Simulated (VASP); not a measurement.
# MgS (Immm) in VASP: further runs

The runs below take MgS through single point, with PBEsol.

Program: VASP 6.6.1. These are calculated values, not measurements. Logs are shortened: lines on timing, memory, paths and dates and some standing lists are left out, and cuts for length are marked.

## Step 1: The cell of the first run

Symmetry: Immm, No. 71, orthorhombic system. Conventional cell: a = 3.650 Å, b = 3.737 Å, c = 5.158 Å, α = 90.00°, β = 90.00°, γ = 90.00°. Mg (site symmetry mmm) has 6 S at 2.58 to 2.61 Å within 3.4 Å. Within 3.4 Å of S (site symmetry mmm) lie 6 Mg at 2.58 to 2.61 Å.

## Step 2: Single point, PBEsol (uniaxial strain along a: +2.0 %, then relaxed in part)

Contents of INCAR:

```
PREC     = Accurate       # precision mode
ENCUT    = 520            # plane-wave cutoff, eV
EDIFF    = 1E-7           # SCF threshold, eV
ISMEAR   = 0              # smearing method
SIGMA    = 0.02           # smearing width, eV
LREAL    = F              # projectors in reciprocal space
LASPH    = T              # aspherical terms in the spheres
NELM     = 60             # most SCF steps
ALGO     = Normal         # electronic algorithm
ISIF     = 2              # what is computed and relaxed
LWAVE    = F              # write WAVECAR
LCHARG   = T              # write CHGCAR
GGA      = PS             # functional
LELF     = T              # ELF
LVHAR    = T            
NBANDS   = 16             # bands
```

Contents of KPOINTS:

```
regular mesh
0
Gamma
  6 6 6
```

Contents of POSCAR:

```
MgS
1.0
    2.6427930803      2.6427930803      0.0000000000
   -2.5810438209      2.5810438209      0.0000000000
    0.0000000000      0.0000000000      5.1582184523
Mg S
2 2
Direct
    0.0000000000      0.0000000000      0.0000000000
    0.5000000000      0.5000000000      0.5000000000
    0.5000000000      0.5000000000      0.0000000000
    0.0000000000      0.0000000000      0.5000000000
```

Potentials or basis: VASP PAW PBE potentials, release 64 (Mg, S).

Run with:

```bash
$ cat potpaw_PBE.64/Mg/POTCAR potpaw_PBE.64/S/POTCAR > POTCAR
$ mpirun -np 1 vasp_std > vasp.out
```

OUTCAR:

```text
PREC = Accurate
   ENCUT = 520
   EDIFF = 1E-7
   ISMEAR = 0
   LREAL = F
   LASPH = T
   NELM = 60
   ISIF = 2
   GGA = PS

 ion  position               nearest neighbor table
   1  0.000  0.000  0.000-   4 2.58   4 2.58   3 2.61   3 2.61   3 2.61   3 2.61
   2  0.500  0.500  0.500-   3 2.58   3 2.58   4 2.61   4 2.61   4 2.61   4 2.61
   3  0.500  0.500  0.000-   2 2.58   2 2.58   1 2.61   1 2.61   1 2.61   1 2.61
   4  0.000  0.000  0.500-   1 2.58   1 2.58   2 2.61   2 2.61   2 2.61   2 2.61

  LATTYP: Found a simple orthorhombic cell.
 ALAT       =     3.6501471766
 B/A-ratio  =     1.0239241422
 C/A-ratio  =     1.4131535532

  Lattice vectors:

 A1 = (   2.5810438209,  -2.5810438209,   0.0000000000)
 A2 = (   2.6427930803,   2.6427930803,   0.0000000000)
 A3 = (   0.0000000000,   0.0000000000,   5.1582184523)

Analysis of symmetry for initial positions (statically):
=====================================================================
 Subroutine PRICEL returns following result:

  LATTYP: Found a body centered orthorhombic cell.
 ALAT       =     3.6501471766
 B/A-ratio  =     1.0239241422
 C/A-ratio  =     1.4131535532

  Lattice vectors:

 A1 = (   2.6119184506,   0.0308746297,  -2.5791092261)
 A2 = (  -2.6119184506,  -0.0308746297,  -2.5791092261)
 A3 = (   0.0308746297,   2.6119184506,   2.5791092261)

   2 primitive cells build up your supercell.

 Routine SETGRP: Setting up the symmetry group for a
 simple orthorhombic supercell.

 Subroutine GETGRP returns: Found  8 space group operations
 (whereof  8 operations were pure point group operations)
 out of a pool of  8 trial point group operations.

The static configuration has the point symmetry D_2h.

Analysis of symmetry for dynamics (positions and initial velocities):
=====================================================================
 Subroutine PRICEL returns following result:

  LATTYP: Found a body centered orthorhombic cell.
 ALAT       =     3.6501471766
 B/A-ratio  =     1.0239241422
 C/A-ratio  =     1.4131535532

  Lattice vectors:

 A1 = (   2.6119184506,   0.0308746297,  -2.5791092261)
 A2 = (  -2.6119184506,  -0.0308746297,  -2.5791092261)
 A3 = (   0.0308746297,   2.6119184506,   2.5791092261)

   2 primitive cells build up your supercell.

 Routine SETGRP: Setting up the symmetry group for a
 simple orthorhombic supercell.

 Subroutine GETGRP returns: Found  8 space group operations
 (whereof  8 operations were pure point group operations)
 out of a pool of  8 trial point group operations.

The dynamic configuration has the point symmetry D_2h.

 Subroutine INISYM returns: Found  8 space group operations
 (whereof  8 operations are pure point group operations),
 and found     2 'primitive' translations

----------------------------------------------------------------------------------------

                                     Primitive cell

  volume of cell :      35.1851

  direct lattice vectors                    reciprocal lattice vectors
     2.611918451  0.030874630 -2.579109226     0.189193775  0.189193775 -0.193865384
    -2.611918451 -0.030874630 -2.579109226    -0.193720074  0.193720074 -0.193865384
     0.030874630  2.611918451  2.579109226    -0.004526299  0.382913849  0.000000000

  length of vectors
     3.670814029  3.670814029  3.670814029     0.330412403  0.335616926  0.382940600

  position of ions in fractional coordinates (direct lattice)
     0.000000000  0.000000000  0.000000000
     0.500000000  0.500000000  0.000000000

  ion indices of the primitive-cell ions
   primitive index   ion index
                 1           1
                 2           4

----------------------------------------------------------------------------------------

 KPOINTS: regular mesh

Automatic generation of k-mesh.
 Grid dimensions read from file:
 generate k-points for:    6    6    6

 Generating k-lattice:

  Cartesian coordinates                     Fractional coordinates (reciprocal lattice)
     0.031532296  0.031532296  0.000000000     0.166666667  0.000000000  0.000000000
    -0.032286679  0.032286679  0.000000000     0.000000000  0.166666667  0.000000000
     0.000000000  0.000000000  0.032310897     0.000000000  0.000000000  0.166666667

  Length of vectors
     0.044593400  0.045660259  0.032310897

  Shift w.r.t. Gamma in fractional coordinates (k-lattice)
     0.000000000  0.000000000  0.000000000

 Subroutine IBZKPT returns following result:
 ===========================================

 Found     64 irreducible k-points:

 Following reciprocal coordinates:
            Coordinates               Weight
  0.000000  0.000000  0.000000      1.000000
  0.166667  0.000000  0.000000      2.000000
  0.333333  0.000000  0.000000      2.000000
  0.500000  0.000000  0.000000      1.000000
  0.000000  0.166667  0.000000      2.000000
  0.166667  0.166667  0.000000      4.000000
[... 16 lines left out ...]
  0.333333  0.166667  0.166667      8.000000
  0.500000  0.166667  0.166667      4.000000
 [... further k-points ...]
   k-points           NKPTS =     64   k-points in BZ     NKDIM =     64   number of bands    NBANDS=     16
   number of dos      NEDOS =    301   number of ions     NIONS =      4
   total plane-waves  NPLWV =  31360
   dimension x,y,z NGX =    28 NGY =   28 NGZ =   40
   dimension x,y,z NGXF=    56 NGYF=   56 NGZF=   80
   ions per type =               2   2
   NGX,Y,Z   is equivalent  to a cutoff of  12.45, 12.75, 12.89 a.u.
   NGXF,Y,Z  is equivalent  to a cutoff of  24.91, 25.51, 25.78 a.u.
 SYSTEM =  unknown system
   PREC   = accura    normal or accurate (medium, high low for compatibility)
   ISTART =      0    job   : 0-new  1-cont  2-samecut
   ICHARG =      2    charge: 1-file 2-atom 10-const
   ISPIN  =      1    spin polarized calculation?
   LNONCOLLINEAR =      F non collinear calculations
   LSORBIT =      F    spin-orbit coupling
   LASPH  =      T    aspherical Exc in radial PAW
   ENCUT  =  520.0 eV  38.22 Ry    6.18 a.u.   6.95  6.79  9.59*2*pi/ulx,y,z
   NELM   =     60;   NELMIN=  2; NELMDL= -5     # of ELM steps
   EDIFF  = 0.1E-06   stopping-criterion for ELM
   LREAL  =      F    real-space projection
   EDIFFG = 0.1E-05   stopping-criterion for IOM
   NSW    =      0    number of steps for IOM
   IBRION =     -1    ionic relax: 0-MD 1-quasi-New 2-CG
   NFREE  =      0    steps in history (QN), initial steepest desc. (CG)
   ISIF   =      2    stress and relaxation
   ISYM   =      2    0-nonsym 1-usesym 2-fastsym
   POTIM  = 0.5000    time-step for ionic-motion
   TEBEG  =    0.0;   TEEND  =   0.0 temperature during run
   PSTRESS=    0.0 pullay stress
   NELECT =      16.0000    total number of electrons
   NUPDOWN=      -1.0000    fix difference up-down
   EMIN   =  10.00;   EMAX   =-10.00  energy-range for DOS
   EFERMI =   0.00;   METHOD = LEGACY
   ISMEAR =     0;   SIGMA  =   0.02  broadening in eV -4-tet -1-fermi 0-gaus
   EFERMI_NEDOS =   21; number of points for ismear=-14 and -15
   IALGO  =     38    algorithm
   IMIX   =      4    mixing-type and parameters
     AMIX     =   0.40;   BMIX     =  1.00
     AMIX_MAG =   1.60;   BMIX_MAG =  1.00
  volume/ion in A,a.u.               =      17.59       118.72
  Fermi-wavevector in a.u.,A,eV,Ry     =   0.999199  1.888213 13.584043  0.998399
  Thomas-Fermi vector in A             =   2.131473
   LORBIT       =      0    0 simple, 1 ext, 2 COOP (PROOUT), +10 PAW based schemes
   GGA     = PS    functional components
   LHFCALC =     F    Hartree Fock is set to
   AEXX    =    0.0000 exact exchange contribution
   IVDW    =     0    specifies the selected vdW correction
   LEPSILON=     F    determine dielectric tensor
   LRPA    =     F    only Hartree local field effects (RPA)
 non-spin polarized calculation
 Gauss-broadening in eV      SIGMA  =   0.02
  energy-cutoff  :      520.00
  volume of cell :       70.37
 maximum number of plane-waves:      1922
 NGX is ok and might be reduce to    28
   NGX = 13   NGY = 13   NGZ = 19

 number of electron      16.0000002 magnetization

 Free energy of the ion-electron system (eV)
  ---------------------------------------------------
  ext. energy  EPLUGINS =         0.00000000
  ---------------------------------------------------
  free energy    TOTEN  =       -18.13679606 eV

  energy without entropy =      -18.13679606  energy(sigma->0) =      -18.13679606

 E-fermi :   3.9337     XC(G=0):  -9.8403

 val. band max:        3.8102578855   @ k =   0.0000   0.0000   0.0000
 cond. band min:       6.3264775274   @ k =   0.0000   0.0000   0.0000
 fundamental gap:      2.5162196418
 Fermi energy:         3.9336598282

 k-point     1 :       0.0000    0.0000    0.0000
  band No.  band energies     occupation
      1      -9.0040      2.00000
      2      -7.2656      2.00000
      3      -0.5710      2.00000
      4       1.7898      2.00000
      5       2.0886      2.00000
      6       3.6009      2.00000
[... 8 lines left out ...]
     15      13.9164      0.00000
     16      14.0840      0.00000

 k-point     2 :       0.1667    0.0000    0.0000
  band No.  band energies     occupation
      1      -8.8304      2.00000
      2      -7.2677      2.00000
      3      -0.3523      2.00000
      4       0.9610      2.00000
      5       2.2315      2.00000
      6       2.5192      2.00000
[... 8 lines left out ...]
     15      12.7953      0.00000
     16      13.7740      0.00000

 k-point     3 :       0.3333    0.0000    0.0000
  band No.  band energies     occupation
      1      -8.3641      2.00000
      2      -7.3858      2.00000
      3      -0.0123      2.00000
      4       0.2829      2.00000
      5       0.9448      2.00000
      6       2.3779      2.00000
[... 8 lines left out ...]
     15      12.6754      0.00000
     16      12.8223      0.00000
[... 362 lines left out ...]
 k-point    23 :       0.3333    0.1667    0.1667
  band No.  band energies     occupation
      1      -8.1486      2.00000
      2      -7.3800      2.00000
      3      -0.3374      2.00000
      4       0.4614      2.00000
      5       0.9321      2.00000
      6       2.1333      2.00000
[... 8 lines left out ...]
     15      12.5525      0.00000
     16      12.5682      0.00000

 k-point    24 :       0.5000    0.1667    0.1667
  band No.  band energies     occupation
      1      -7.6618      2.00000
      2      -7.6618      2.00000
      3      -0.3647      2.00000
      4      -0.3647      2.00000
      5       1.7107      2.00000
      6       1.7107      2.00000
[... 8 lines left out ...]
     15      12.7176      0.00000
     16      12.7176      0.00000

 [... further k-points ...]

------------------------ aborting loop because EDIFF is reached ----------------------------------------

  FORCE on cell =-STRESS in cart. coord.  units (eV):
  Direction    XX          YY          ZZ          XY          YZ          ZX
  --------------------------------------------------------------------------------------
  -------------------------------------------------------------------------------------
  Total       -0.6364899     -0.6364899     -0.0846147     -0.5466648      0.0000000      0.0000000
  in kB      -14.4915157    -14.4915157     -1.9264954    -12.4463917      0.0000000      0.0000000
  external PRESSURE =     -10.3031756 kB  Pullay stress =       0.0000000 kB

 VOLUME and BASIS-vectors are now :
 -----------------------------------------------------------------------------
  energy-cutoff  :      520.00
  volume of cell :       70.37
      direct lattice vectors                 reciprocal lattice vectors
     2.642793080  2.642793080  0.000000000     0.189193775  0.189193775  0.000000000
    -2.581043821  2.581043821  0.000000000    -0.193720074  0.193720074  0.000000000
     0.000000000  0.000000000  5.158218452     0.000000000  0.000000000  0.193865384

 POSITION                                       TOTAL-FORCE (eV/Angst)
 -----------------------------------------------------------------------------------
      0.00000      0.00000      0.00000         0.000000      0.000000     -0.000000
      0.03087      2.61192      2.57911        -0.000000      0.000000      0.000000
      0.03087      2.61192      0.00000        -0.000000     -0.000000     -0.000000
      0.00000      0.00000      2.57911         0.000000      0.000000     -0.000000
 -----------------------------------------------------------------------------------
    total drift:                               -0.000000      0.000000     -0.000000

  FREE ENERGIE OF THE ION-ELECTRON SYSTEM (eV)
  ---------------------------------------------------
  free  energy   TOTEN  =       -18.1367960551 eV

  energy  without entropy=      -18.1367960551  energy(sigma->0) =      -18.13679606
```

It took 50 s on 1 thread of AMD EPYC 7R13 (Zen 3), shared host; peak memory 0.19 GiB.

What came out:

| Property | Result |
| --- | --- |
| Free energy | -18.1368 eV |
| Pressure | -1.0 GPa |
| Band gap on the k mesh | 2.52 eV |

Caveat: the cell differs from its parent crystal (uniaxial strain along a: +2.0 %, then relaxed in part); the PAW data sets were made with another functional, which shifts forces and pressure a little.

## Step 3: Single point, PBEsol (uniaxial strain along a: +2.0 %)

Contents of INCAR:

```
PREC = Accurate
ENCUT = 520
EDIFF = 1E-7
ISMEAR = 0
SIGMA = 0.02
LREAL = F
LASPH = T
NELM = 80
ALGO = Normal
ISIF = 2
LWAVE = F
LCHARG = F
GGA = PS
NBANDS = 16
```

Contents of KPOINTS:

```
Automatic mesh
0
Gamma
  6 6 6
```

Changes to POSCAR since step 2:

```diff
@@ -3,4 +3,4 @@
     2.6427930803      2.6427930803      0.0000000000
-   -2.5810438209      2.5810438209      0.0000000000
-    0.0000000000      0.0000000000      5.1582184523
+   -2.5780187401      2.5780187401      0.0000000000
+    0.0000000000      0.0000000000      5.1560374802
 Mg S
```

Potentials or basis: VASP PAW PBE potentials, release 64 (Mg, S).

Run with:

```bash
$ cat potpaw_PBE.64/Mg/POTCAR potpaw_PBE.64/S/POTCAR > POTCAR
$ mpirun -np 1 vasp_std > vasp.out
```

Wall time 48 s (1 thread of AMD EPYC 7R13 (Zen 3), shared host); peak memory 0.19 GiB.

The run converged. Its results:

| Property | Result |
| --- | --- |
| Free energy | -18.1369 eV |
| Pressure | -0.9 GPa |
| Band gap on the k mesh | 2.51 eV |

Stress tensor (GPa, compression positive):
```
-1.33 -1.31  0.00
-1.31 -1.33  0.00
 0.00  0.00 -0.08
```

Levels at points of the mesh, in eV from the valence-band top:
| k point | band 4 | band 5 | band 6 | band 7 | band 8 | band 9 | band 10 | band 11 | band 12 | band 13 |
| --- | --- | --- | --- | --- | --- | --- | --- | --- | --- | --- |
| (0.00, 0.00, 0.00) | -2.04 | -1.72 | -0.22 | -0.17 | 0.00 | 2.51 | 3.47 | 4.10 | 7.47 | 7.82 |
| (0.50, 0.00, 0.00) | -3.86 | -2.57 | -2.57 | -0.69 | -0.69 | 5.54 | 5.54 | 7.43 | 7.43 | 7.75 |
| (0.00, 0.50, 0.00) | -3.82 | -2.49 | -2.49 | -0.90 | -0.90 | 5.27 | 5.27 | 7.38 | 7.38 | 7.59 |
| (0.50, 0.50, 0.00) | -4.41 | -1.88 | -1.88 | -1.77 | -1.77 | 2.60 | 2.60 | 4.12 | 4.12 | 11.66 |
| (0.00, 0.00, 0.50) | -2.75 | -1.28 | -1.28 | -0.99 | -0.99 | 4.79 | 4.79 | 5.40 | 5.40 | 8.05 |
| (0.50, 0.00, 0.50) | -5.08 | -0.70 | -0.70 | -0.64 | -0.64 | 4.36 | 4.36 | 6.78 | 6.78 | 6.81 |
| (0.00, 0.50, 0.50) | -5.00 | -0.85 | -0.85 | -0.73 | -0.73 | 4.18 | 4.18 | 6.46 | 6.46 | 6.77 |
| (0.50, 0.50, 0.50) | -3.43 | -3.39 | -3.39 | -2.59 | -2.59 | 5.16 | 5.16 | 7.73 | 7.73 | 7.82 |

Caveat: the cell differs from its parent crystal (uniaxial strain along a: +2.0 %); the PAW data sets were made with another functional, which shifts forces and pressure a little.
